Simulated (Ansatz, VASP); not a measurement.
## Two plane-wave programs on Ru

```
Ru
1.0
     2.72146    0.00000    0.00000
    -1.36073    2.35685    0.00000
     0.00000    0.00000    4.29250
Ru
2
Direct
  0.33333 0.66667 0.25000
  0.66667 0.33333 0.75000
```

Alike in both runs: functional PBE; k mesh 39 × 39 × 22; occupations gaussian, width 0.1 eV; no spin polarisation.

Ansatz relaxed the structure, and its values are those at the end. VASP's run is a single point on that final structure, the one shown.

|  | VASP | Ansatz |
| --- | --- | --- |
| version | VASP 6.6.1 | Ansatz 0.2.0 |
| potentials or method | VASP PAW PBE potentials, release 64 (Ru_pv) | scalar-relativistic, plane waves, PAW |
| plane-wave cutoff (eV) | 520 | 420 |
| valence electrons in the cell | 28 | 32 |

VASP gave:

| Item | Value |
| --- | --- |
| gap on the k mesh at the Fermi level (eV) | none |
| pressure (GPa) | -0.1 |

Task: Which values does Ansatz return?

Result: gap on the k mesh at the Fermi level (eV): none; pressure (GPa): 0.0.

A gap of «none» marks a metal or a gap that the smearing closes. VASP's potentials hold 28 valence electrons a cell and Ansatz's 32, so a difference there can come from the potentials and not from the codes.
